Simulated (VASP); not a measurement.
Input of a VASP 6.6.1 run:

The input INCAR:

```
PREC = Accurate ; ENCUT = 910
EDIFF = 1E-6 ; ISMEAR = -1
SIGMA = 0.05 ; LREAL = F
LASPH = T ; NELM = 120
ALGO = Normal ; ISIF = 2
LWAVE = F ; LCHARG = F
GGA = PS ; NBANDS = 28
GGA_COMPAT = F
```

KPOINTS

```
regular mesh
0
Gamma
  8 5 6
```

POSCAR

```
SnO
1.0
    3.3550050000      0.0000000000      0.0000000000
    0.0000000000      5.6741040000      0.0000000000
    0.0000000000      0.0000000000      4.2219700000
Sn O
2 2
Direct
    0.5000000000      0.7680910000      0.0131440000
    0.0000000000      0.2319090000      0.5131440000
    0.5000000000      0.1087500000      0.2368570000
    0.0000000000      0.8912500000      0.7368570000
```

Potentials or basis: VASP PAW PBE potentials, release 64 (Sn_d, O_h).

Command:

```console
$ cat potpaw_PBE.64/Sn_d/POTCAR potpaw_PBE.64/O_h/POTCAR > POTCAR
$ mpirun -np 1 vasp_std > vasp.out
```

(1) Estimate the largest force.

(2) Predict the band gap on the k mesh.

(3) Predict the pressure.

## Answers

(1) 0.357 eV/Å.

(2) 1.42 eV (least direct gap 2.01 eV).

(3) -3.0 GPa.

Caveat: the cutoff is under 1.25 times the usual one of these potentials, so pressure, stress and relaxed cells hold a basis-set (Pulay) error; the cell stands under tension; the PAW data sets were made with another functional, which shifts forces and pressure a little; spin-orbit coupling is left out, which moves the levels of the heavy elements; an odd mesh through Γ misses points on the zone boundary, where band edges can lie.
